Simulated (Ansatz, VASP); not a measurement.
This is a calculation of Co2PdO4 for VASP 6.6.1.

File INCAR:

```
  PREC = Accurate
  ENCUT = 520
  EDIFF = 1E-6
  ISMEAR = -1
  SIGMA = 0.05
  LREAL = False
  LASPH = True
  NELM = 150
  ALGO = Normal
  ISIF = 2
  LWAVE = False
  LCHARG = True
  ISPIN = 2
  MAGMOM = 0 0 0 0 0.56 0.65 0
  LORBIT = 11
  LMAXMIX = 4
  LDIPOL = True
  IDIPOL = 3
  DIPOL = 0.5 0.5 0.500
  GGA = PE
  LELF = True
  LVHAR = True
  LVACPOTAV = True
  NBANDS = 39
```

The input KPOINTS:

```
regular mesh
0
Gamma
  11 11 1
```

File POSCAR:

```
Co2PdO4
1.0
    2.8449990154      0.0000000000      0.0000000000
   -1.4224995077      2.4638414211      0.0000000000
    0.0000000000      0.0000000000     22.9095160000
O Co Pd
4 2 1
Direct
    0.0000000000      0.0000000000      0.3273748778
    0.6666666667      0.3333333333      0.4124712194
    0.6666666667      0.3333333333      0.5875287806
    0.3333333333      0.6666666667      0.6726251222
    0.3333333333      0.6666666667      0.3699230486
    0.0000000000      0.0000000000      0.6300769514
    0.6666666667      0.3333333333      0.5000000000
```

Potentials or basis: VASP PAW PBE potentials, release 64 (O, Co, Pd).

Command:

```console
$ cat potpaw_PBE.64/O/POTCAR potpaw_PBE.64/Co/POTCAR potpaw_PBE.64/Pd/POTCAR > POTCAR
$ mpirun -np 1 vasp_std > vasp.out
```

Set up the same calculation for Ansatz 0.2.0. Potentials there: Ansatz PAW.

As run (the cutoff follows the program's own potentials):

Contents of input.yaml:

```yaml
crystal:
  lattice:
    - [2.8449990154, 0.0, 0.0]
    - [-1.4224995077, 2.4638414211, 0.0]
    - [0.0, 0.0, 22.909516]
  atoms:
    - { symbol: O, position: [0.0, 0.0, 0.3273748778] }
    - { symbol: Co, position: [0.3333333333, 0.6666666667, 0.3699230486], spin: 0.56 }
    - { symbol: O, position: [0.6666666667, 0.3333333333, 0.4124712194] }
    - { symbol: Pd, position: [0.6666666667, 0.3333333333, 0.5] }
    - { symbol: O, position: [0.6666666667, 0.3333333333, 0.5875287806] }
    - { symbol: Co, position: [0.0, 0.0, 0.6300769514], spin: 0.65 }
    - { symbol: O, position: [0.3333333333, 0.6666666667, 0.6726251222] }
hamiltonian:
  xc: pbe
  pseudopotentials: { kind: paw }
magnetization:
  spin_polarized: true
kpoints:
  mp_grid: { grid: [11, 11, 1] }
scf:
  occupations: { method: fermi_dirac, width: 0.05 }
output:
  forces: true
  eigenvalues: true
efield:
  axis: 3
  dipole_correction: true
  ramp_width: 0.04
```

Potentials or basis: Ansatz PAW.

Launch:

```console
$ ansatz run input.yaml --threads 4 --pin off --max-ram 11264MiB --backend cpu --events-out ev --progress --plain --runs-dir out
```

Both were run:

|  | VASP | Ansatz | Ansatz less VASP |
| --- | --- | --- | --- |
| gap on the k mesh at the Fermi level (eV) | none | none | - |
| rms of the force components (eV/Å) | 0.570 | 0.581 | +0.0105 |
| net moment per atom (μB) | 0.14 | 0.14 | +0.001 |
| size of the moment on the site where the two differ most (μB) | 0.38 | 0.36 | -0.018 |
| work function, face that differs most (eV) | 7.72 | 7.66 | -0.060 |

Site moments also hang on the region over which each program counts them. A gap of «none» marks a metal or a gap that the smearing closes. VASP's potentials hold 52 valence electrons a cell and Ansatz's 76, so a difference there can come from the potentials and not from the codes.
